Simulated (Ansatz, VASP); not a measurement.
# Two plane-wave programs on Re

```
CELL_PARAMETERS angstrom
2.73919 0.00000 0.00000
-1.36959 2.37221 0.00000
0.00000 0.00000 4.41187
ATOMIC_POSITIONS crystal
Re 0.33333 0.66667 0.25000
Re 0.66667 0.33333 0.75000
```

Alike in both runs: task single point; functional LDA; k mesh 6 × 6 × 4; occupations fermi-dirac, width 0.1 eV; no spin polarisation.

```csv
,VASP,Ansatz
version,VASP 6.6.1,Ansatz 0.2.0
potentials or method,"VASP PAW LDA potentials, release 64 (Re_sv_GW), cutoff 560 eV","plane waves (420 eV) with PAW, scalar-relativistic"
valence electrons in the cell,30,30
```

```tsv
	VASP	Ansatz	Ansatz less VASP
pressure (GPa)	0.9	0.9	-0.03
traceless stress, the component that is largest in VASP (GPa)	1.91	1.90	-0.014
```

Ansatz warns that its potentials were made for another functional, while VASP's fit it. LDA's correlation is that of Perdew and Zunger in VASP and of Perdew and Wang (1992) in Ansatz.

The k mesh is coarse, so the values compare programs but aren't converged. Spin-orbit coupling is off throughout.
